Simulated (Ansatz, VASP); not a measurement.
## One calculation of CuO, two programs

The input INCAR:

```
SYSTEM = CuO
ALGO     = Normal         ! electronic algorithm
EDIFF    = 1E-6           ! SCF threshold, eV
EDIFFG   = -0.01          ! ionic threshold
ENCUT    = 600            ! plane-wave cutoff, eV
GGA      = PE             ! functional
IBRION   = 2              ! ionic algorithm
ISIF     = 3              ! what is computed and relaxed
ISMEAR   = 0              ! smearing method
LASPH    = .True.         ! aspherical terms in the spheres
LCHARG   = .False.        ! write CHGCAR
LREAL    = .False.        ! projectors in reciprocal space
LWAVE    = .False.        ! write WAVECAR
NELM     = 80             ! most SCF steps
NSW      = 100            ! ionic steps
PREC     = Accurate       ! precision mode
SIGMA    = 0.1            ! smearing width, eV
```

File KPOINTS:

```
k-points
0
Gamma
  22 22 22
  0 0 0
```

Contents of POSCAR:

```
CuO
1.0
    0.0000000000      2.1215464225      2.1215464225
    2.1215464225      0.0000000000      2.1215464225
    2.1215464225      2.1215464225      0.0000000000
Cu O
1 1
Direct
    0.5000000000      0.5000000000      0.5000000000
    0.0000000000      0.0000000000      0.0000000000
```

Input for Ansatz:

```yaml
crystal:
  lattice:
    - [0.0, 2.1215464225, 2.1215464225]
    - [2.1215464225, 0.0, 2.1215464225]
    - [2.1215464225, 2.1215464225, 0.0]
  atoms:
    - { symbol: Cu, position: [0.5, 0.5, 0.5] }
    - { symbol: O, position: [0.0, 0.0, 0.0] }
basis:
  ecutwfc: 420
kpoints:
  mp_grid: { grid: [22, 22, 22] }
hamiltonian:
  xc: pbe
scf:
  occupations: { method: gaussian, width: 0.1 }
output:
  forces: true
  stress: true
  eigenvalues: true
relax:
  adjacent_minimum: "off"
  f_tol: 0.01
  max_steps: 80
  cell: { stress_tol: 0.05 }
```

Alike in both runs: task relaxation of cell and atoms; functional PBE; k mesh 22 × 22 × 22; occupations gaussian, width 0.1 eV; no spin polarisation.

```csv
,VASP,Ansatz
version,VASP 6.6.1,Ansatz 0.2.0
potentials or method,"VASP PAW PBE potentials, release 64 (Cu, O), cutoff 600 eV","scalar-relativistic, plane waves, PAW"
valence electrons in the cell,17,25
```

```tsv
	VASP	Ansatz	Ansatz less VASP
gap on the k mesh at the Fermi level, each at its own relaxed structure (eV)	none	none	-
relaxed volume (Å³/atom)	9.56	9.56	-0.007
relaxed length of the cell vector where the two differ most in proportion (Å)	3.002	3.001	-0.0007
```

A gap of «none» marks a metal or a gap that the smearing closes. VASP's potentials hold 17 valence electrons a cell and Ansatz's 25, so a difference there can come from the potentials and not from the codes.
